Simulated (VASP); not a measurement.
Si16H4F, 21 atoms in the cell. The cell holds a slab with vacuum, 21 atoms: a = 7.679 Å, b = 7.679 Å, c = 17.419 Å, α = 90.00°, β = 90.00°, γ = 60.00°. 

* Program: VASP 6.6.1
* Task: single point
* Functional: PBE
* Potentials or basis: VASP PAW PBE potentials, release 64 (H, Si, F)
* Cutoff: 520 eV
* k mesh: 2 × 2 × 1
* Occupations: fermi-dirac, width 0.02 eV
* Spin: collinear spin
* Starting moments: [0.0, 0.0, 0.0, 0.0, 0.0, 0.0, 0.0, 0.0, 0.0, 0.0, 0.0, 0.0, 0.0, 0.0, 0.0, 0.0, 0.0, 0.0, 0.0, 0.0, 1.0] μB
* Dipole correction: no
* Further INCAR settings: LREAL = Auto; ALGO = Normal; EDIFF = 1e-07; NBANDS = 58

Potentials or basis: VASP PAW PBE potentials, release 64 (H, Si, F).

The run is started by

```sh
$ cat potpaw_PBE.64/H/POTCAR potpaw_PBE.64/Si/POTCAR potpaw_PBE.64/F/POTCAR > POTCAR
$ mpirun -np 1 vasp_std > vasp.out
```

Hardware: 1 thread of Oxide Virtual Turin-like Processor, on a shared host.

Task: How long does it take, and how much memory?

Result: Wall time 27 min on 1 thread of Oxide Virtual Turin-like Processor (shared host), peak memory 1.4 GiB. Counts: scf iterations 30, k points 3.
